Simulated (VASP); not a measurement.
# Se (P3_121) in VASP: single point with PBE

Aim: the single point of Se with PBE.

Program: VASP 6.6.1. These are calculated values, not measurements. Logs are shortened: lines on timing, memory, paths and dates and some standing lists are left out, and cuts for length are marked.

### Step 1. The cell of the first run

The structure is trigonal, space group P3_121 (No. 152). The conventional cell has a = 4.366 Å, b = 4.366 Å, c = 4.954 Å, α = 90.00°, β = 90.00°, γ = 120.00°. Within 3.1 Å of Se (site symmetry 2) lie 2 Se at 2.37 Å.

### Step 2. Single point, PBE

The input, INCAR:

```
ALGO     = Normal         # electronic algorithm
EDIFF    = 1E-6           # SCF threshold, eV
ENCUT    = 500            # plane-wave cutoff, eV
GGA      = PE             # functional
GGA_COMPAT= False        
ISIF     = 2              # what is computed and relaxed
ISMEAR   = 0              # smearing method
LASPH    = True           # aspherical terms in the spheres
LCHARG   = False          # write CHGCAR
LREAL    = False          # projectors in reciprocal space
LWAVE    = False          # write WAVECAR
NBANDS   = 16             # bands
NELM     = 120            # most SCF steps
PREC     = Accurate       # precision mode
SIGMA    = 0.01           # smearing width, eV
```

The input, KPOINTS:

```
k-points
0
Gamma
  3 3 3
```

The input, POSCAR:

```
Se
1.0
    4.3662000000      0.0000000000      0.0000000000
   -2.1831000000      3.7812400000      0.0000000000
    0.0000000000      0.0000000000      4.9536000000
Se
3
Direct
    0.2254000000      0.0000000000      0.3333333333
    0.0000000000      0.2254000000      0.6666666667
    0.7746000000      0.7746000000      0.0000000000
```

Potentials or basis: VASP PAW PBE potentials, release 64 (Se).

On the command line:

```sh
cat potpaw_PBE.64/Se/POTCAR > POTCAR
mpirun -np 1 vasp_std > vasp.out
```

OUTCAR:

```text
EDIFF = 1E-6
   ENCUT = 500
   GGA = PE
   ISIF = 2
   ISMEAR = 0
   LASPH = True
   LREAL = False
   NELM = 120
   PREC = Accurate

 ion  position               nearest neighbor table
   1  0.225  0.000  0.333-   3 2.37   2 2.37
   2  0.000  0.225  0.667-   3 2.37   1 2.37
   3  0.775  0.775  0.000-   2 2.37   1 2.37

  LATTYP: Found a hexagonal cell.
 ALAT       =     4.3662000000
 C/A-ratio  =     1.1345334616

  Lattice vectors:

 A1 = (   4.3662000000,   0.0000000000,   0.0000000000)
 A2 = (  -2.1831000000,   3.7812400000,   0.0000000000)
 A3 = (   0.0000000000,   0.0000000000,   4.9536000000)

Analysis of symmetry for initial positions (statically):
=====================================================================
 Subroutine PRICEL returns:
 Original cell was already a primitive cell.

 Routine SETGRP: Setting up the symmetry group for a
 hexagonal supercell.

 Subroutine GETGRP returns: Found  6 space group operations
 (whereof  2 operations were pure point group operations)
 out of a pool of 24 trial point group operations.

The static configuration has the point symmetry C_2 .
 The point group associated with its full space group is D_3 .

Analysis of symmetry for dynamics (positions and initial velocities):
=====================================================================
 Subroutine PRICEL returns:
 Original cell was already a primitive cell.

 Routine SETGRP: Setting up the symmetry group for a
 hexagonal supercell.

 Subroutine GETGRP returns: Found  6 space group operations
 (whereof  2 operations were pure point group operations)
 out of a pool of 24 trial point group operations.

The dynamic configuration has the point symmetry C_2 .
 The point group associated with its full space group is D_3 .

 Subroutine INISYM returns: Found  6 space group operations
 (whereof  2 operations are pure point group operations),
 and found     1 'primitive' translations

----------------------------------------------------------------------------------------

                                     Primitive cell

  volume of cell :      81.7822

  direct lattice vectors                    reciprocal lattice vectors
     4.366200000  0.000000000  0.000000000     0.229032110  0.132231755  0.000000000
    -2.183100000  3.781240000  0.000000000     0.000000000  0.264463509  0.000000000
     0.000000000  0.000000000  4.953600000     0.000000000  0.000000000  0.201873385

  length of vectors
     4.366200000  4.366199898  4.953600000     0.264463503  0.264463509  0.201873385

  position of ions in fractional coordinates (direct lattice)
     0.225400000  0.000000000  0.333333333
     0.000000000  0.225400000  0.666666667
     0.774600000  0.774600000  0.000000000

  ion indices of the primitive-cell ions
   primitive index   ion index
                 1           1
                 2           2
                 3           3

----------------------------------------------------------------------------------------

 KPOINTS: k-points

Automatic generation of k-mesh.
 Grid dimensions read from file:
 generate k-points for:    3    3    3

 Generating k-lattice:

  Cartesian coordinates                     Fractional coordinates (reciprocal lattice)
     0.076344037  0.044077252  0.000000000     0.333333333 -0.000000000  0.000000000
     0.000000000  0.088154503  0.000000000     0.000000000  0.333333333  0.000000000
     0.000000000  0.000000000  0.067291128     0.000000000  0.000000000  0.333333333

  Length of vectors
     0.088154501  0.088154503  0.067291128

  Shift w.r.t. Gamma in fractional coordinates (k-lattice)
     0.000000000  0.000000000  0.000000000

 Subroutine IBZKPT returns following result:
 ===========================================

 Found      7 irreducible k-points:

 Following reciprocal coordinates:
            Coordinates               Weight
  0.000000  0.000000  0.000000      1.000000
  0.333333 -0.000000  0.000000      6.000000
  0.333333  0.333333  0.000000      2.000000
  0.000000  0.000000  0.333333      2.000000
  0.333333 -0.000000  0.333333      6.000000
  0.000000  0.333333  0.333333      6.000000
  0.333333  0.333333  0.333333      4.000000
   k-points           NKPTS =      7   k-points in BZ     NKDIM =      7   number of bands    NBANDS=     16
   number of dos      NEDOS =    301   number of ions     NIONS =      3
   total plane-waves  NPLWV =  36864
   dimension x,y,z NGX =    32 NGY =   32 NGZ =   36
   dimension x,y,z NGXF=    64 NGYF=   64 NGZF=   72
   ions per type =               3
   NGX,Y,Z   is equivalent  to a cutoff of  12.18, 12.18, 12.08 a.u.
   NGXF,Y,Z  is equivalent  to a cutoff of  24.37, 24.37, 24.16 a.u.
 SYSTEM =  unknown system
   PREC   = accura    normal or accurate (medium, high low for compatibility)
   ISTART =      0    job   : 0-new  1-cont  2-samecut
   ICHARG =      2    charge: 1-file 2-atom 10-const
   ISPIN  =      1    spin polarized calculation?
   LNONCOLLINEAR =      F non collinear calculations
   LSORBIT =      F    spin-orbit coupling
   LASPH  =      T    aspherical Exc in radial PAW
   ENCUT  =  500.0 eV  36.75 Ry    6.06 a.u.   7.96  7.96  9.03*2*pi/ulx,y,z
   NELM   =    120;   NELMIN=  2; NELMDL= -5     # of ELM steps
   EDIFF  = 0.1E-05   stopping-criterion for ELM
   LREAL  =      F    real-space projection
   EDIFFG = 0.1E-04   stopping-criterion for IOM
   NSW    =      0    number of steps for IOM
   IBRION =     -1    ionic relax: 0-MD 1-quasi-New 2-CG
   NFREE  =      0    steps in history (QN), initial steepest desc. (CG)
   ISIF   =      2    stress and relaxation
   ISYM   =      2    0-nonsym 1-usesym 2-fastsym
   POTIM  = 0.5000    time-step for ionic-motion
   TEBEG  =    0.0;   TEEND  =   0.0 temperature during run
   PSTRESS=    0.0 pullay stress
   NELECT =      18.0000    total number of electrons
   NUPDOWN=      -1.0000    fix difference up-down
   EMIN   =  10.00;   EMAX   =-10.00  energy-range for DOS
   EFERMI =   0.00;   METHOD = LEGACY
   ISMEAR =     0;   SIGMA  =   0.01  broadening in eV -4-tet -1-fermi 0-gaus
   EFERMI_NEDOS =   21; number of points for ismear=-14 and -15
   IALGO  =     38    algorithm
   IMIX   =      4    mixing-type and parameters
     AMIX     =   0.40;   BMIX     =  1.00
     AMIX_MAG =   1.60;   BMIX_MAG =  1.00
  volume/ion in A,a.u.               =      27.26       183.96
  Fermi-wavevector in a.u.,A,eV,Ry     =   0.988430  1.867862 13.292818  0.976995
  Thomas-Fermi vector in A             =   2.119956
   LORBIT       =      0    0 simple, 1 ext, 2 COOP (PROOUT), +10 PAW based schemes
   GGA     = PE    functional components
   LHFCALC =     F    Hartree Fock is set to
   AEXX    =    0.0000 exact exchange contribution
   IVDW    =     0    specifies the selected vdW correction
   LEPSILON=     F    determine dielectric tensor
   LRPA    =     F    only Hartree local field effects (RPA)
 non-spin polarized calculation
 Gauss-broadening in eV      SIGMA  =   0.01
  energy-cutoff  :      500.00
  volume of cell :       81.78
 maximum number of plane-waves:      2094
 NGX is ok and might be reduce to    32
   NGX = 15   NGY = 15   NGZ = 19

 number of electron      18.0000004 magnetization

 Free energy of the ion-electron system (eV)
  ---------------------------------------------------
  ext. energy  EPLUGINS =         0.00000000
  ---------------------------------------------------
  free energy    TOTEN  =       -10.45708467 eV

  energy without entropy =      -10.45708467  energy(sigma->0) =      -10.45708467

 E-fermi :   2.5073     XC(G=0):  -8.8402

 val. band max:        2.4569432636   @ k =   0.0000   0.3333   0.3333
 cond. band min:       3.9642725090   @ k =   0.0000   0.0000   0.3333
 fundamental gap:      1.5073292454
 Fermi energy:         2.5072642411

 k-point     1 :       0.0000    0.0000    0.0000
  band No.  band energies     occupation
      1     -13.1724      2.00000
      2      -9.0487      2.00000
      3      -9.0487      2.00000
      4      -1.1569      2.00000
      5      -1.1569      2.00000
      6      -1.0802      2.00000
[... 8 lines left out ...]
     15       9.1644      0.00000
     16      11.0627      0.00000

 k-point     2 :       0.3333   -0.0000    0.0000
  band No.  band energies     occupation
      1     -12.8295      2.00000
      2      -9.3924      2.00000
      3      -9.0176      2.00000
      4      -2.3651      2.00000
      5      -1.8687      2.00000
      6      -0.9203      2.00000
[... 8 lines left out ...]
     15      11.2240      0.00000
     16      12.1505      0.00000

 k-point     3 :       0.3333    0.3333    0.0000
  band No.  band energies     occupation
      1     -12.6241      2.00000
      2      -9.3235      2.00000
      3      -9.3235      2.00000
      4      -2.3092      2.00000
      5      -2.3092      2.00000
      6      -0.1475      2.00000
[... 8 lines left out ...]
     15      10.3747      0.00000
     16      12.4550      0.00000

 k-point     4 :       0.0000    0.0000    0.3333
  band No.  band energies     occupation
      1     -12.6495      2.00000
      2     -11.1655      2.00000
      3      -7.1363      2.00000
      4      -1.9802      2.00000
      5      -0.8384      2.00000
      6      -0.7464      2.00000
[... 8 lines left out ...]
     15      10.5307      0.00000
     16      10.7858      0.00000

 k-point     5 :       0.3333   -0.0000    0.3333
  band No.  band energies     occupation
      1     -12.3422      2.00000
      2     -10.9741      2.00000
      3      -7.8429      2.00000
      4      -2.6190      2.00000
      5      -1.8928      2.00000
      6      -1.0112      2.00000
[... 8 lines left out ...]
     15      10.4553      0.00000
     16      11.1579      0.00000

 k-point     6 :       0.0000    0.3333    0.3333
  band No.  band energies     occupation
      1     -12.3357      2.00000
      2     -10.9950      2.00000
      3      -7.7914      2.00000
      4      -2.8001      2.00000
      5      -1.9717      2.00000
      6      -1.0397      2.00000
[... 8 lines left out ...]
     15      10.7347      0.00000
     16      11.5035      0.00000

 k-point     7 :       0.3333    0.3333    0.3333
  band No.  band energies     occupation
      1     -12.1546      2.00000
      2     -10.8917      2.00000
      3      -8.1404      2.00000
      4      -2.8160      2.00000
      5      -2.6373      2.00000
      6      -1.5904      2.00000
[... 8 lines left out ...]
     15      10.8682      0.00000
     16      11.4093      0.00000

------------------------ aborting loop because EDIFF is reached ----------------------------------------

  FORCE on cell =-STRESS in cart. coord.  units (eV):
  Direction    XX          YY          ZZ          XY          YZ          ZX
  --------------------------------------------------------------------------------------
  -------------------------------------------------------------------------------------
  Total        1.2470752      1.2470751      2.0952449      0.0000000      0.0000000      0.0000000
  in kB       24.4311783     24.4311767     41.0474861      0.0000000      0.0000000      0.0000000
  external PRESSURE =      29.9699470 kB  Pullay stress =       0.0000000 kB

 VOLUME and BASIS-vectors are now :
 -----------------------------------------------------------------------------
  energy-cutoff  :      500.00
  volume of cell :       81.78
      direct lattice vectors                 reciprocal lattice vectors
     4.366200000  0.000000000  0.000000000     0.229032110  0.132231755  0.000000000
    -2.183100000  3.781240000  0.000000000     0.000000000  0.264463509  0.000000000
     0.000000000  0.000000000  4.953600000     0.000000000  0.000000000  0.201873385

 POSITION                                       TOTAL-FORCE (eV/Angst)
 -----------------------------------------------------------------------------------
      0.98414      0.00000      1.65120         0.401943      0.000000      0.000000
     -0.49207      0.85229      3.30240        -0.200972      0.348093      0.000000
      1.69103      2.92895      0.00000        -0.200972     -0.348093     -0.000000
 -----------------------------------------------------------------------------------
    total drift:                               -0.000000     -0.000000      0.000000

  FREE ENERGIE OF THE ION-ELECTRON SYSTEM (eV)
  ---------------------------------------------------
  free  energy   TOTEN  =       -10.4570846665 eV

  energy  without entropy=      -10.4570846665  energy(sigma->0) =      -10.45708467
```

It took 20 s on 1 thread of AMD EPYC 7R13, shared host; peak memory 0.15 GiB.

Results:

- Free energy: -10.4571 eV
- Pressure: 3.0 GPa
- Largest force: 0.402 eV/Å
- Band gap on the k mesh: 1.51 eV, indirect (least direct gap 1.70 eV)

Forces in eV/Å, atoms in the order of the input:
```
Se   0.402  0.000  0.000
Se  -0.201  0.348  0.000
Se  -0.201 -0.348  0.000
```

Caveat: the k points lie up to 0.55 Å⁻¹ apart. A k mesh can miss the band edges.
